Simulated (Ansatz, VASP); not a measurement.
# Two plane-wave programs on NaSr2Sn3

The input INCAR:

```
SYSTEM = NaSr2Sn3
ALGO = Fast
EDIFF = 1E-6
ENCUT = 520
GGA = PE
ISIF = 2
ISMEAR = 0
LASPH = .True.
LCHARG = .True.
LELF = .True.
LREAL = .False.
LVHAR = .True.
LWAVE = .False.
NBANDS = 44
NELM = 60
PREC = Accurate
SIGMA = 0.1
```

Contents of KPOINTS:

```
k-points
0
Gamma
  4 4 4
  0 0 0
```

Contents of POSCAR:

```
NaSr2Sn3
1.0
    5.4213459862     -3.1479549744      0.0000000000
    5.4213459862      3.1479549744      0.0000000000
   -3.3572486791      0.0000000000      5.3985490234
Na Sr Sn
1 2 3
Direct
    0.5000000000      0.5000000000      0.0000000000
    0.1270918096      0.1270918096      0.3747656398
    0.8729081904      0.8729081904      0.6252343602
    0.0000000000      0.5000000000      0.0000000000
    0.5000000000      0.0000000000      0.0000000000
    0.5000000000      0.5000000000      0.5000000000
```

Input for Ansatz:

```yaml
crystal:
  lattice:
    - [5.4213459862, -3.1479549744, 0.0]
    - [5.4213459862, 3.1479549744, 0.0]
    - [-3.3572486791, 0.0, 5.3985490234]
  atoms:
    - { symbol: Na, position: [0.5, 0.5, 0.0] }
    - { symbol: Sr, position: [0.1270918096, 0.1270918096, 0.3747656398] }
    - { symbol: Sr, position: [0.8729081904, 0.8729081904, 0.6252343602] }
    - { symbol: Sn, position: [0.0, 0.5, 0.0] }
    - { symbol: Sn, position: [0.5, 0.0, 0.0] }
    - { symbol: Sn, position: [0.5, 0.5, 0.5] }
basis:
  ecutwfc: 420
kpoints:
  mp_grid: { grid: [4, 4, 4] }
hamiltonian:
  xc: pbe
scf:
  occupations: { method: gaussian, width: 0.1 }
  lower_state_search: "off"
output:
  forces: true
  stress: true
  eigenvalues: true
```

Change from the starting cell: the structure that the rattled cell fell into.

Alike in both runs: task single point; functional PBE; k mesh 4 × 4 × 4; occupations gaussian, width 0.1 eV; no spin polarisation.

```csv
,VASP,Ansatz
version,VASP 6.6.1,Ansatz 0.2.0
potentials or method,"VASP PAW PBE potentials, release 64 (Na_pv, Sr_sv, Sn_d), cutoff 520 eV","scalar-relativistic, plane waves, PAW"
valence electrons in the cell,69,71
```

Ansatz gave:

* gap on the k mesh at the Fermi level (eV): none
* pressure (GPa): 0.0
* traceless stress, the component that is largest in VASP (GPa): 0.16
* rms of the force components (eV/Å): 0.007

What did VASP give for the same quantities?

gap on the k mesh at the Fermi level (eV): none; pressure (GPa): 0.0; traceless stress, the component that is largest in VASP (GPa): 0.16; rms of the force components (eV/Å): 0.008.

Atom by atom the forces differ by 0.000 eV/Å (rms over components). A gap of «none» marks a metal or a gap that the smearing closes. VASP's potentials hold 69 valence electrons a cell and Ansatz's 71, so a difference there can come from the potentials and not from the codes.
